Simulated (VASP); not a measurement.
Wanted: the native input for a VASP 6.6.1 run.

```yaml
Task: single point
Functional: PBE
Potentials_or_basis: VASP PAW PBE potentials, release 64 (B, N)
Cutoff: 600 eV
k_mesh: 11 × 11 × 11
Occupations: gaussian, width 0.01 eV
Spin: no spin polarisation
Dipole_correction: no
Further_INCAR_settings: ALGO = Normal; EDIFF = 1e-06; NBANDS = 11
```

The structure of BN lies in POSCAR:

```
BN
1.0
    0.0000000000      1.7368089377      1.7368089377
    1.7368089377      0.0000000000      1.7368089377
    1.7368089377      1.7368089377      0.0000000000
B N
1 1
Direct
    0.0000000000      0.0000000000      0.0000000000
    0.2500000000      0.2500000000      0.2500000000
```

These files were run (other wordings do the same):

INCAR

```
SYSTEM = BN
PREC = Accurate ; ENCUT = 600
EDIFF = 1E-6 ; ISMEAR = 0
SIGMA = 0.01 ; LREAL = .False.
LASPH = .True. ; NELM = 120
ALGO = Normal ; ISIF = 2
LWAVE = .False. ; LCHARG = .False.
GGA = PE ; NBANDS = 11
GGA_COMPAT = .False.
```

KPOINTS

```
Automatic mesh
0
Gamma
  11 11 11
  0 0 0
```

Potentials or basis: VASP PAW PBE potentials, release 64 (B, N).

Launch:

```console
$ cat potpaw_PBE.64/B/POTCAR potpaw_PBE.64/N/POTCAR > POTCAR
$ mpirun -np 1 vasp_std > vasp.out
```

It gave:

| Quantity | Value |
| --- | --- |
| Pressure | 60.3 GPa |
| Band gap on the k mesh | 4.70 eV (least direct gap 9.39 eV) |

Caveat: the cell stands under pressure; an odd mesh through Γ misses points on the zone boundary, where band edges can lie.

Wall time 5.4 s on 1 thread of AMD EPYC 7R13 Processor (Zen 3), with other jobs on the host, peak memory 0.09 GiB.
